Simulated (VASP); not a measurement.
Write the native input for VASP 6.6.1 that does the following.

- Task: single point
- Functional: PBE
- Potentials or basis: VASP PAW PBE potentials, release 64 (P, Ga_d, Sb_d_GW)
- Cutoff: 500 eV
- k mesh: 8 × 8 × 8
- Occupations: fermi-dirac, width 0.02 eV
- Spin: no spin polarisation
- Dipole correction: no
- Further INCAR settings: ALGO = Normal; EDIFF = 1e-06; NBANDS = 41

The structure of Ga3SbP2 lies in POSCAR:

```
Ga3SbP2
1.0
   -2.0045871159      6.0132424778      2.8370117884
    2.0045871159     -6.0132424778      2.8370117884
    2.0045871159      6.0132424778     -2.8370117884
P Ga Sb
2 3 1
Direct
    0.3305712817     -0.0000629729      0.3306342546
    0.6693027724     -0.0000629729      0.6693657454
    0.5530536872      0.7326327982      0.8204208889
    0.9122119093      0.7326327982      0.1795791111
    0.2863350992      0.7863350992      0.5000000000
   -0.0014747497     -0.0014747497      0.0000000000
```

These files were run (other wordings do the same):

INCAR

```
PREC = Accurate
ENCUT = 500
EDIFF = 1E-6
ISMEAR = -1
SIGMA = 0.02
LREAL = F
LASPH = T
NELM = 120
ALGO = Normal
ISIF = 2
LWAVE = F
LCHARG = T
GGA = PE
LELF = T
LVHAR = T
NBANDS = 41
GGA_COMPAT = F
```

KPOINTS

```
Automatic mesh
0
Gamma
  8 8 8
```

Potentials or basis: VASP PAW PBE potentials, release 64 (P, Ga_d, Sb_d_GW).

Launch:

```bash
$ cat potpaw_PBE.64/P/POTCAR potpaw_PBE.64/Ga_d/POTCAR potpaw_PBE.64/Sb_d_GW/POTCAR > POTCAR
$ mpirun -np 1 vasp_std > vasp.out
```

Results of the run:

| Property | Result |
| --- | --- |
| Pressure | 2.2 GPa |
| Largest force | 0.067 eV/Å |
| Band gap on the k mesh | 0.64 eV |

Caveat: semilocal functionals underestimate gaps, and a narrow one can read as zero; spin-orbit coupling is left out, which moves the levels of the heavy elements.

It took 15 min on 1 thread of Intel(R) Xeon(R) Platinum 8488C (Sapphire Rapids), on a shared host, peak memory 0.74 GiB.
